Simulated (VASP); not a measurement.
Set up this calculation in VASP 6.6.1, as the native input.

```yaml
Task: single point
Functional: PBEsol
Potentials_or_basis: VASP PAW PBE potentials, release 64 (Mo_sv, N)
Cutoff: 520 eV
k_mesh: 12 × 12 × 18
Occupations: gaussian, width 0.15 eV
Spin: no spin polarisation
Dipole_correction: no
Further_INCAR_settings: ALGO = Fast; EDIFF = 1e-07; NBANDS = 33
```

The structure of MoN2 lies in POSCAR:

```
MoN2
1.0
    4.2866467491     -0.0214332337      0.0000000000
   -0.0214332337      4.2866467491      0.0000000000
    0.0000000000      0.0000000000      2.7284347069
Mo N
2 4
Direct
    0.5000000000      0.5000000000      0.0000000000
    0.0000000000      0.0000000000      0.0000000000
    0.8872955619      0.3872955619      0.5000000000
    0.1127044381      0.6127044381      0.5000000000
    0.3872955619      0.1127044381      0.5000000000
    0.6127044381      0.8872955619      0.5000000000
```

This cell differs from its parent crystal: strain -0.0100 x Voigt [0, 0, 0, 0, 0, 1].

The input as run:

INCAR

```
SYSTEM = MoN2
  PREC = Accurate
  ENCUT = 520
  EDIFF = 1E-7
  ISMEAR = 0
  SIGMA = 0.15
  LREAL = .FALSE.
  LASPH = .TRUE.
  NELM = 80
  ALGO = Fast
  ISIF = 2
  LWAVE = .FALSE.
  LCHARG = .TRUE.
  GGA = PS
  LELF = .TRUE.
  LVHAR = .TRUE.
  NBANDS = 33
```

KPOINTS

```
regular mesh
0
G
  12 12 18
  0 0 0
```

Potentials or basis: VASP PAW PBE potentials, release 64 (Mo_sv, N).

Launch:

```bash
$ cat potpaw_PBE.64/Mo_sv/POTCAR potpaw_PBE.64/N/POTCAR > POTCAR
$ mpirun -np 1 vasp_std > vasp.out
```

Results of the run:

| Quantity | Value |
| --- | --- |
| Pressure | 0.8 GPa |
| Largest force | 0.251 eV/Å |
| Band gap on the k mesh | zero (bands 24 and 25 overlap by 2.30 eV) |

Caveat: the cell differs from its parent crystal (strain -0.0100 x Voigt [0, 0, 0, 0, 0, 1]); the PAW data sets were made with another functional, which shifts forces and pressure a little.

Run time: 13 min on 1 thread of Oxide Virtual Turin-like Processor, on a shared host, peak memory 0.55 GiB.
